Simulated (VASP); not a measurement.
## Pb: single point with PBEsol

Crystal: Pb.

```
Pb
1.0
     3.75840    0.00000    0.00000
    -1.87920    3.25487    0.00000
     0.00000    0.00000    5.14280
Pb
2
Direct
  0.33333 0.66667 0.25000
  0.66667 0.33333 0.75000
```

This cell differs from its parent crystal: strain +0.080 along x and y, -0.080 along z.

```
Program                : VASP 6.6.1
Task                   : single point
Functional             : PBEsol
Potentials or basis    : VASP PAW PBE potentials, release 64 (Pb_d)
Cutoff                 : 520 eV
k mesh                 : 18 × 18 × 10
Occupations            : gaussian, width 0.15 eV
Spin                   : no spin polarisation
Dipole correction      : no
Further INCAR settings : ALGO = Fast; EDIFF = 1e-06; NBANDS = 21
```

```yaml
Pressure: -1.2 GPa
Band_gap_on_the_k_mesh: zero (bands 14 and 15 overlap by 6.39 eV)
```

Stress tensor (GPa, compression positive):
```
-2.39  0.00  0.00
 0.00 -2.39  0.00
 0.00  0.00  1.28
```

Levels at points of the mesh, in eV from the Fermi level:
| k point | band 10 | band 11 | band 12 | band 13 | band 14 | band 15 | band 16 | band 17 | band 18 | band 19 |
| --- | --- | --- | --- | --- | --- | --- | --- | --- | --- | --- |
| (0.00, 0.00, 0.00) | -16.70 | -11.59 | -6.64 | -3.49 | 3.53 | 3.53 | 5.81 | 5.81 | 6.61 | 7.70 |
| (0.50, 0.00, 0.00) | -16.65 | -8.84 | -7.40 | -2.15 | -0.37 | -0.15 | 0.71 | 1.97 | 5.07 | 5.63 |
| (0.00, 0.00, 0.50) | -16.76 | -10.07 | -10.07 | 2.61 | 2.61 | 4.69 | 4.69 | 4.69 | 4.69 | 8.01 |
| (0.50, 0.00, 0.50) | -16.73 | -7.80 | -7.80 | -3.57 | -3.57 | 2.51 | 2.51 | 4.00 | 4.00 | 7.35 |

Wall time 2.1 min on 1 thread of Intel(R) Xeon(R) 6975P-C (Granite Rapids), with other jobs on the host, peak memory 0.35 GiB.

Caveat: the cell differs from its parent crystal (strain +0.080 along x and y, -0.080 along z); the PAW data sets were made with another functional, which shifts forces and pressure a little; spin-orbit coupling is left out, which moves the levels of the heavy elements.
